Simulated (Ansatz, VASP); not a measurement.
## AlN: VASP beside Ansatz

INCAR

```
ALGO = Normal
EDIFF = 1E-6
ENCUT = 600
GGA = PS
GGA_COMPAT = False
ISIF = 2
ISMEAR = 0
LASPH = True
LCHARG = False
LREAL = False
LWAVE = False
NBANDS = 11
NELM = 120
PREC = Accurate
SIGMA = 0.02
```

KPOINTS

```
k-points
0
Gamma
  6 6 6
```

File POSCAR:

```
AlN
1.0
    0.0000000000      2.1886758690      2.1886758690
    2.1886758690      0.0000000000      2.1886758690
    2.1886758690      2.1886758690      0.0000000000
Al N
1 1
Direct
    0.0000000000      0.0000000000      0.0000000000
    0.2500000000      0.2500000000      0.2500000000
```

Input for Ansatz:

```yaml
crystal:
  lattice:
    - [0.0, 2.188675869, 2.188675869]
    - [2.188675869, 0.0, 2.188675869]
    - [2.188675869, 2.188675869, 0.0]
  atoms:
    - { symbol: Al, position: [0.0, 0.0, 0.0] }
    - { symbol: "N", position: [0.25, 0.25, 0.25] }
basis:
  ecutwfc: 420
kpoints:
  mp_grid: { grid: [6, 6, 6] }
hamiltonian:
  xc: pbesol
  pseudopotentials: { kind: paw, azcp: { folder: soft_1 } }
scf:
  occupations: { method: gaussian, width: 0.02 }
output:
  forces: true
  stress: true
  eigenvalues: true
```

Alike in both runs: task single point; functional PBEsol; k mesh 6 × 6 × 6; occupations gaussian, width 0.02 eV; no spin polarisation.

|  | VASP | Ansatz |
| --- | --- | --- |
| version | VASP 6.6.1 | Ansatz 0.2.0 |
| potentials or method | VASP PAW PBE potentials, release 64 (Al, N), cutoff 600 eV | scalar-relativistic, plane waves, PAW |
| valence electrons in the cell | 8 | 8 |

|  | VASP | Ansatz | Ansatz less VASP |
| --- | --- | --- | --- |
| gap on the k mesh at the Fermi level (eV) | 3.18 | 3.19 | +0.008 |
| least direct gap on the mesh (eV) | 4.08 | 4.06 | -0.016 |
| pressure (GPa) | -0.1 | 0.0 | +0.13 |

VASP's potentials were made for PBE, not for PBEsol, and Ansatz warns of the same on its side.
